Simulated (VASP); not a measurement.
# Ir (Fm-3m) in VASP: further runs, part 2 of 2

VASP 6.6.1.

## Step 5: Single point, BLYP, non-collinear spin, typed start, spin-orbit coupling

This run uses another cell than the first one, of 15.25 Å³/atom, 0.892 times its volume.

Input file INCAR:

```
PREC = Accurate ; ENCUT = 520
EDIFF = 1E-6 ; ISMEAR = -1
SIGMA = 0.05 ; LREAL = F
LASPH = T ; NELM = 150
ALGO = Normal ; ISIF = 2
LWAVE = F ; LCHARG = F
MAGMOM = 0 0 1 ; LORBIT = 11
LSORBIT = T ; GGA_COMPAT = F
LORBMOM = T ; LMAXMIX = 4
GGA = B5 ; ALDAX = 1.0
AGGAX = 1.0 ; AGGAC = 1.0
ALDAC = 0.0 ; NBANDS = 20
```

Input file KPOINTS:

```
regular mesh
0
Gamma
  14 14 14
```

Input file POSCAR:

```
Ir
1.0
    0.0000000000      1.9683987097      1.9683987097
    1.9683987097      0.0000000000      1.9683987097
    1.9683987097      1.9683987097      0.0000000000
Ir
1
Direct
    0.0000000000      0.0000000000      0.0000000000
```

Potentials or basis: VASP PAW PBE potentials, release 64 (Ir).

Run with:

```bash
> cat potpaw_PBE.64/Ir/POTCAR > POTCAR
> mpirun -np 1 vasp_ncl > vasp.out
```

OUTCAR:

```text
PREC = Accurate
   ENCUT = 520
   EDIFF = 1E-6
   ISMEAR = -1
   LREAL = F
   LASPH = T
   NELM = 150
   ISIF = 2
   LORBIT = 11
   LSORBIT = T
   GGA = B5

 ion  position               nearest neighbor table
   1  0.000  0.000  0.000-

  LATTYP: Found a face centered cubic cell.
 ALAT       =     3.9367974194

  Lattice vectors:

 A1 = (   0.0000000000,   1.9683987097,   1.9683987097)
 A2 = (   1.9683987097,   0.0000000000,   1.9683987097)
 A3 = (   1.9683987097,   1.9683987097,   0.0000000000)

Analysis of symmetry for initial positions (statically):
=====================================================================
 Subroutine PRICEL returns:
 Original cell was already a primitive cell.

 Routine SETGRP: Setting up the symmetry group for a
 face centered cubic supercell.

 Subroutine GETGRP returns: Found 48 space group operations
 (whereof 48 operations were pure point group operations)
 out of a pool of 48 trial point group operations.

The static configuration has the point symmetry O_h .

Analysis of symmetry for dynamics (positions and initial velocities):
=====================================================================
 Subroutine PRICEL returns:
 Original cell was already a primitive cell.

 Routine SETGRP: Setting up the symmetry group for a
 face centered cubic supercell.

 Subroutine GETGRP returns: Found 48 space group operations
 (whereof 48 operations were pure point group operations)
 out of a pool of 48 trial point group operations.

The dynamic configuration has the point symmetry O_h .

Analysis of structural, dynamic, and magnetic symmetry:
=====================================================================
 Subroutine PRICEL returns:
 Original cell was already a primitive cell.

 Routine SETGRP: Setting up the symmetry group for a
 face centered cubic supercell.

 Subroutine GETGRP returns: Found  8 space group operations
 (whereof  8 operations were pure point group operations)
 out of a pool of 48 trial point group operations.

[... 719 lines left out ...]
  in kB       35.6965046     35.6965046     35.6961669     -0.0000017      0.0000000      0.0000000
  external PRESSURE =      35.6963920 kB  Pullay stress =       0.0000000 kB

 VOLUME and BASIS-vectors are now :
 -----------------------------------------------------------------------------
  energy-cutoff  :      520.00
  volume of cell :       15.25
      direct lattice vectors                 reciprocal lattice vectors
     0.000000000  1.968398710  1.968398710    -0.254013578  0.254013578  0.254013578
     1.968398710  0.000000000  1.968398710     0.254013578 -0.254013578  0.254013578
     1.968398710  1.968398710  0.000000000     0.254013578  0.254013578 -0.254013578

 POSITION                                       TOTAL-FORCE (eV/Angst)
 -----------------------------------------------------------------------------------
      0.00000      0.00000      0.00000         0.000000     -0.000000      0.000000
 -----------------------------------------------------------------------------------
    total drift:                               -0.000000      0.000000     -0.000000

  FREE ENERGIE OF THE ION-ELECTRON SYSTEM (eV)
  ---------------------------------------------------
  free  energy   TOTEN  =        -7.8317505460 eV

  energy  without entropy=       -7.8201938753  energy(sigma->0) =       -7.82597221

 orbital moment (x)

 # of ion     p       d       tot
 ----------------------------------------
  1        -0.000   0.000   0.000
 ----------------------------------------
           -0.000   0.000   0.000

 orbital moment (y)

 # of ion     p       d       tot
 ----------------------------------------
  1         0.000   0.000   0.000
 ----------------------------------------
            0.000   0.000   0.000

 orbital moment (z)

 # of ion     p       d       tot
 ----------------------------------------
  1         0.000   0.000   0.000
 ----------------------------------------
            0.000   0.000   0.000

 Spin-Orbit-Coupling matrix elements

 Ion:    1  E_soc:     -0.7800879
 l=   1
     0.0000000    -0.0346207    -0.0346207
    -0.0346207     0.0000000    -0.0346207
    -0.0346207    -0.0346207     0.0000000
 l=   2
     0.0000000    -0.0162614     0.0000000    -0.0162614    -0.0791326
    -0.0162614     0.0000000    -0.0593495    -0.0162614    -0.0197832
     0.0000000    -0.0593495     0.0000000    -0.0593495     0.0000000
    -0.0162614    -0.0162614    -0.0593495     0.0000000    -0.0197832
    -0.0791326    -0.0197832     0.0000000    -0.0197832     0.0000000
 l=   3
     0.0000000     0.0000000     0.0000000     0.0000000     0.0000000     0.0000000     0.0000000
     0.0000000     0.0000000     0.0000000     0.0000000     0.0000000     0.0000000     0.0000000
     0.0000000     0.0000000     0.0000000     0.0000000     0.0000000     0.0000000     0.0000000
     0.0000000     0.0000000     0.0000000     0.0000000     0.0000000     0.0000000     0.0000000
     0.0000000     0.0000000     0.0000000     0.0000000     0.0000000     0.0000000     0.0000000
     0.0000000     0.0000000     0.0000000     0.0000000     0.0000000     0.0000000     0.0000000
     0.0000000     0.0000000     0.0000000     0.0000000     0.0000000     0.0000000     0.0000000

 total charge

# of ion       s       p       d       tot
------------------------------------------
    1        0.634   0.631   6.960   8.225

 magnetization (x)

# of ion       s       p       d       tot
------------------------------------------
    1        0.000   0.000   0.000   0.000

 magnetization (y)

# of ion       s       p       d       tot
------------------------------------------
    1        0.000   0.000   0.000   0.000

 magnetization (z)

# of ion       s       p       d       tot
------------------------------------------
    1       -0.000  -0.000   0.000   0.000
```

stdout:

```text
POSCAR found type information on POSCAR Ir
 POSCAR found :  1 types and       1 ions
 scaLAPACK will be used
 -----------------------------------------------------------------------------
|                                                                             |
|                                                                             |
|     You enforced a specific xc type in the INCAR file but a different       |
|     I HOPE YOU KNOW WHAT YOU ARE DOING!                                     |
|                                                                             |
 -----------------------------------------------------------------------------

 LDA part: xc-table for (Slater(with rela. corr.)+VWN5), standard interpolation
 POSCAR, INCAR and KPOINTS ok, starting setup
 FFT: planning ... GRIDC
 FFT: planning ... GRID_SOFT
 FFT: planning ... GRID
 WAVECAR not read
 entering main loop
```

Run time: 4.2 min. Hardware: 1 thread of Intel Xeon 6975P-C, shared host; peak memory 0.33 GiB.

Results:

| Item | Value |
| --- | --- |
| Free energy | -7.8318 eV |
| Pressure | 3.6 GPa |
| Net moment | 0.00 μB per cell |
| Valence electrons inside the program's atomic spheres | Ir 8.22 |

Moments on the atoms (μB; x, y, z):
```
Ir  0.00 0.00 0.00
```

Caveat: the PAW data sets were made with another functional, which shifts forces and pressure a little.

## Step 6: Single point, BLYP (volume scaled by 1.08)

Input file INCAR:

```
SYSTEM = Ir
PREC = Accurate
ENCUT = 500
EDIFF = 1E-6
ISMEAR = -1
SIGMA = 0.1
LREAL = .FALSE.
LASPH = .TRUE.
NELM = 120
ALGO = Normal
ISIF = 2
LWAVE = .FALSE.
LCHARG = .FALSE.
GGA = B5
ALDAX = 1.0
AGGAX = 1.0
AGGAC = 1.0
ALDAC = 0.0
NBANDS = 14
GGA_COMPAT = .FALSE.
```

Input file KPOINTS:

```
Automatic mesh
0
G
  22 22 22
  0 0 0
```

Input file POSCAR:

```
Ir
1.0
    0.0000000000      2.0200037829      2.0200037829
    2.0200037829      0.0000000000      2.0200037829
    2.0200037829      2.0200037829      0.0000000000
Ir
1
Direct
    0.0000000000      0.0000000000      0.0000000000
```

Potentials or basis: VASP PAW PBE potentials, release 64 (Ir_sv_GW).

Run with:

```bash
> cat potpaw_PBE.64/Ir_sv_GW/POTCAR > POTCAR
> mpirun -np 1 vasp_std > vasp.out
```

OUTCAR:

```text
SYSTEM = Ir
   PREC = Accurate
   ENCUT = 500
   EDIFF = 1E-6
   ISMEAR = -1
   LREAL = .FALSE.
   LASPH = .TRUE.
   NELM = 120
   ISIF = 2
   GGA = B5

 ion  position               nearest neighbor table
   1  0.000  0.000  0.000-

  LATTYP: Found a face centered cubic cell.
 ALAT       =     4.0400075658

  Lattice vectors:

 A1 = (   0.0000000000,   2.0200037829,   2.0200037829)
 A2 = (   2.0200037829,   0.0000000000,   2.0200037829)
 A3 = (   2.0200037829,   2.0200037829,   0.0000000000)

Analysis of symmetry for initial positions (statically):
=====================================================================
 Subroutine PRICEL returns:
 Original cell was already a primitive cell.

 Routine SETGRP: Setting up the symmetry group for a
 face centered cubic supercell.

 Subroutine GETGRP returns: Found 48 space group operations
 (whereof 48 operations were pure point group operations)
 out of a pool of 48 trial point group operations.

The static configuration has the point symmetry O_h .

Analysis of symmetry for dynamics (positions and initial velocities):
=====================================================================
 Subroutine PRICEL returns:
 Original cell was already a primitive cell.

[... 162 lines left out ...]
      1     -81.3016      2.00000
      2     -38.1576      2.00000
      3     -38.1576      2.00000
      4     -38.1576      2.00000
      5       1.3181      2.00000
      6       7.6045      2.00000
      7       7.6045      2.00000
      8       7.6045      2.00000
      9       9.6908      1.99986
     10       9.6908      1.99986
     11      24.9504      0.00000
     12      29.5054      0.00000
     13      29.5054      0.00000
     14      29.5054      0.00000
[... 377 lines left out ...]
      1     -81.2698      2.00000
      2     -38.6095      2.00000
      3     -38.2324      2.00000
      4     -38.2250      2.00000
      5       4.2100      2.00000
      6       7.5037      2.00000
      7       7.5982      2.00000
      8      10.0414      1.99547
      9      11.2340      0.00581
     10      11.8484      0.00001
     11      16.7688      0.00000
     12      24.7557      0.00000
     13      28.5288      0.00000
     14      28.9359      0.00000

 [... further k-points ...]
[... 5 lines left out ...]
  --------------------------------------------------------------------------------------
  -------------------------------------------------------------------------------------
  Total       -2.0366694     -2.0366694     -2.0366694      0.0000000      0.0000000      0.0000000
  in kB     -197.9450179   -197.9450179   -197.9450179      0.0000000      0.0000000      0.0000000
  external PRESSURE =    -197.9450179 kB  Pullay stress =       0.0000000 kB

 VOLUME and BASIS-vectors are now :
 -----------------------------------------------------------------------------
  energy-cutoff  :      500.00
  volume of cell :       16.48
      direct lattice vectors                 reciprocal lattice vectors
     0.000000000  2.020003783  2.020003783    -0.247524289  0.247524289  0.247524289
     2.020003783  0.000000000  2.020003783     0.247524289 -0.247524289  0.247524289
     2.020003783  2.020003783  0.000000000     0.247524289  0.247524289 -0.247524289

 POSITION                                       TOTAL-FORCE (eV/Angst)
 -----------------------------------------------------------------------------------
      0.00000      0.00000      0.00000        -0.000000     -0.000000     -0.000000
 -----------------------------------------------------------------------------------
    total drift:                               -0.000000      0.000000     -0.000000

  FREE ENERGIE OF THE ION-ELECTRON SYSTEM (eV)
  ---------------------------------------------------
  free  energy   TOTEN  =        -8.0134539397 eV

  energy  without entropy=       -7.9711843685  energy(sigma->0) =       -7.99231915
```

OSZICAR:

```text
N       E                     dE             d eps       ncg     rms          rms(c)
DAV:   1     0.996814420268E+02    0.99681E+02   -0.11157E+04  9866   0.120E+03
DAV:   2    -0.786021221770E+01   -0.10754E+03   -0.10293E+03 11590   0.363E+02
DAV:   3    -0.936385287510E+01   -0.15036E+01   -0.14980E+01 10204   0.403E+01
DAV:   4    -0.936642949103E+01   -0.25766E-02   -0.25765E-02 10888   0.198E+00
DAV:   5    -0.936643510787E+01   -0.56168E-05   -0.56167E-05 10294   0.859E-02    0.771E+01
DAV:   6    -0.808579863322E+01    0.12806E+01   -0.20194E+00  9472   0.144E+01    0.404E+01
DAV:   7    -0.802943381883E+01    0.56365E-01   -0.35121E-01 10738   0.548E+00    0.826E+00
DAV:   8    -0.801354992639E+01    0.15884E-01   -0.61550E-02  9250   0.290E+00    0.492E-01
DAV:   9    -0.801350995242E+01    0.39974E-04   -0.69678E-04 10072   0.325E-01    0.154E-01
DAV:  10    -0.801345455707E+01    0.55395E-04   -0.10884E-04 10438   0.144E-01    0.960E-02
DAV:  11    -0.801345393969E+01    0.61739E-06   -0.56621E-06 10078   0.287E-02
   1 F= -.80134539E+01 E0= -.79923192E+01  d E =-.422696E-01
```

Wall time 34 s (1 thread of Intel Xeon Platinum 8375C at 2.90GHz (Ice Lake), shared host); peak memory 0.2 GiB.

Results:

- Free energy: -8.0135 eV
- Pressure: -19.8 GPa

Caveat: the cell differs from its parent crystal (volume scaled by 1.08); the PAW data sets were made with another functional, which shifts forces and pressure a little; spin-orbit coupling is left out, which moves the levels of the heavy elements.

## Step 7: The runs side by side

| potentials or basis | spin | cell | k mesh | cutoff (eV) | smearing | second run | gap on the mesh (eV) | pressure (GPa) | moment (μB) |
| --- | --- | --- | --- | --- | --- | --- | --- | --- | --- |
| VASP PAW PBE potentials, release 64 (Ir) | off | a = 2.892 Å, angles 60.0°, 1 atom | 22 × 22 × 22 | 520 | fermi-dirac 0.1 eV | - | none | -23.0 | - |
| VASP PAW PBE potentials, release 64 (Ir) | collinear, ferromagnetic start | a = 2.856 Å, angles 60.0°, 1 atom | 22 × 22 × 22 | 520 | fermi-dirac 0.05 eV | - | none | -16.8 | 0.00 |
| VASP PAW PBE potentials, release 64 (Ir) | collinear, ferromagnetic start | a = 2.891 Å, angles 60.0°, 1 atom | 22 × 22 × 22 | 520 | fermi-dirac 0.05 eV | - | none | -23.3 | 0.00 |
| VASP PAW PBE potentials, release 64 (Ir) | non-collinear, typed start, SOC | a = 2.784 Å, angles 60.0°, 1 atom | 14 × 14 × 14 | 520 | fermi-dirac 0.05 eV | - | - | 3.6 | 0.00 |
| VASP PAW PBE potentials, release 64 (Ir_sv_GW) | off | a = 2.857 Å, angles 60.0°, 1 atom | 22 × 22 × 22 | 500 | fermi-dirac 0.1 eV | valence_matched | none | -19.8 | - |

Alike in all rows: task single point; level BLYP.

Caveats: the PAW data sets were made with another functional, which shifts forces and pressure a little; spin-orbit coupling is left out, which moves the levels of the heavy elements (some runs).

Total energies depend on the potentials used, so only differences within one code and one set of settings carry meaning.
